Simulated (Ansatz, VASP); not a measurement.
# CuAu, level by level in two programs

```
Au Cu
1.0
     2.84774    0.00000    0.00000
     0.00000    2.84774    0.00000
     0.00000    0.00000    3.73349
Au Cu
1 1
Direct
  0.00000 0.00000 0.00000
  0.50000 0.50000 0.50000
```

Single points on this cell with VASP 6.6.1 and Ansatz 0.2.0. Each row is one pair of runs. Alike in all rows: spin: off; smearing: fermi-dirac, width 0.05 eV; Ansatz's potentials, cutoff: Ansatz PAW, 420 eV.

| level | k mesh | VASP's potentials, cutoff | gap on the k mesh at the Fermi level (eV), VASP | gap on the k mesh at the Fermi level (eV), Ansatz | pressure (GPa), VASP | pressure (GPa), Ansatz |
| --- | --- | --- | --- | --- | --- | --- |
| PBE0 | 6 × 6 × 4 | VASP PAW PBE potentials, release 64 (Au, Cu), 520 eV | none | none | -2.5 | -2.5 |
| LDA | 9 × 9 × 7 | VASP PAW LDA potentials, release 64 (Au_sv_GW, Cu_sv_GW), 820 eV | none | none | -14.1 | -14.1 |
| HSE06 | 6 × 6 × 4 | VASP PAW PBE potentials, release 64 (Au, Cu), 520 eV | none | none | -2.6 | -2.6 |

Pressure (GPa): the two programs differ by at most 0.04.

VASP's potentials hold 22 valence electrons a cell and Ansatz's 38 in some rows, so a difference there can come from the potentials and not from the codes.

A gap of «none» marks a metal or a gap that the smearing closes.

The k mesh is coarse in some rows, so the values compare programs but aren't converged. Spin-orbit coupling is off throughout.
